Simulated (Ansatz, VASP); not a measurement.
This is a calculation of As for VASP 6.6.1.

INCAR

```
SYSTEM = As
  PREC = Accurate
  ENCUT = 520
  EDIFF = 1E-6
  ISMEAR = -1
  SIGMA = 0.05
  LREAL = .FALSE.
  LASPH = .TRUE.
  NELM = 80
  ALGO = Normal
  ISIF = 2
  LWAVE = .FALSE.
  LCHARG = .FALSE.
  NBANDS = 8
```

The input KPOINTS:

```
Automatic mesh
0
G
  10 10 10
  0 0 0
```

The input POSCAR:

```
As
1.0
    2.7567085743      0.0000000000      0.0000000000
    0.0000000000      2.7567085743      0.0000000000
    0.0000000000      0.0000000000      2.7567085743
As
1
Direct
    0.5000000000      0.5000000000      0.5000000000
```

Potentials or basis: VASP PAW LDA potentials, release 64 (As).

Run with:

```console
$ cat potpaw_LDA.64/As/POTCAR > POTCAR
$ mpirun -np 1 vasp_std > vasp.out
```

Question: Set up the same calculation for Ansatz 0.2.0. Potentials there: all-electron LAPW, scalar-relativistic.

Answer: As run (the cutoff follows the program's own potentials):

Contents of input.yaml:

```yaml
crystal:
  lattice:
    - [2.7567085743, 0.0, 0.0]
    - [0.0, 2.7567085743, 0.0]
    - [0.0, 0.0, 2.7567085743]
  atoms:
    - { symbol: As, position: [0.5, 0.5, 0.5] }
kpoints:
  mp_grid: { grid: [10, 10, 10] }
scf:
  occupations: { method: fermi_dirac, width: 0.05 }
hamiltonian:
  xc: lda
  pseudopotentials: { kind: all_electron, lapw: { basis_error: 0.001 } }
output:
  forces: true
  stress: true
  eigenvalues: true
```

Potentials or basis: all-electron LAPW, scalar-relativistic.

The run is started by

```bash
$ ansatz run input.yaml --threads 1 --pin off --max-ram 3072MiB --backend cpu --events-out ev --progress --plain --runs-dir out
```

Both were run:

|  | VASP | Ansatz | Ansatz less VASP |
| --- | --- | --- | --- |
| gap on the k mesh at the Fermi level (eV) | none | none | - |
| pressure (GPa) | -7.1 | -7.3 | -0.19 |

LDA's correlation is that of Perdew and Zunger in VASP and of Perdew and Wang (1992) in Ansatz. A gap of «none» marks a metal or a gap that the smearing closes. Ansatz ran all-electron here, and VASP with PAW potentials.
